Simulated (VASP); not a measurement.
A run of VASP 6.6.1 is set up as follows.

Contents of INCAR:

```
SYSTEM = KTaO3
PREC     = Accurate       ! precision mode
ENCUT    = 520            ! plane-wave cutoff, eV
EDIFF    = 1E-6           ! SCF threshold, eV
ISMEAR   = 0              ! smearing method
SIGMA    = 0.05           ! smearing width, eV
LREAL    = .False.        ! projectors in reciprocal space
LASPH    = .True.         ! aspherical terms in the spheres
NELM     = 80             ! most SCF steps
ALGO     = Normal         ! electronic algorithm
ISIF     = 2              ! what is computed and relaxed
LWAVE    = .False.        ! write WAVECAR
LCHARG   = .False.        ! write CHGCAR
GGA      = PE             ! functional
NBANDS   = 27             ! bands
```

Contents of KPOINTS:

```
regular mesh
0
Gamma
  8 8 8
  0 0 0
```

POSCAR

```
KTaO3
1.0
    3.5894700000      0.0000000000      0.0000000000
    0.0000000000      3.9883000000      0.0000000000
    0.0000000000      0.0000000000      3.9883000000
K Ta O
1 1 3
Direct
    0.5000000000      0.5000000000      0.5000000000
    0.0000000000      0.0000000000      0.0000000000
    0.5000000000      0.0000000000      0.0000000000
    0.0000000000      0.5000000000      0.0000000000
    0.0000000000      0.0000000000      0.5000000000
```

Potentials or basis: VASP PAW PBE potentials, release 64 (K_sv, Ta_pv, O).

Run with:

```sh
$ cat potpaw_PBE.64/K_sv/POTCAR potpaw_PBE.64/Ta_pv/POTCAR potpaw_PBE.64/O/POTCAR > POTCAR
$ mpirun -np 1 vasp_std > vasp.out
```

What does it give for the band gap on the k mesh?

2.18 eV, indirect (least direct gap 2.51 eV).

Estimate the pressure.

40.5 GPa.

Stress tensor (GPa, compression positive):
```
87.36  0.00  0.00
 0.00 17.15  0.00
 0.00  0.00 17.15
```

Caveat: the cell differs from its parent crystal (strain -0.1000 x Voigt [1, 0, 0, 0, 0, 0]); spin-orbit coupling is left out, which moves the levels of the heavy elements. A k mesh can miss the band edges.
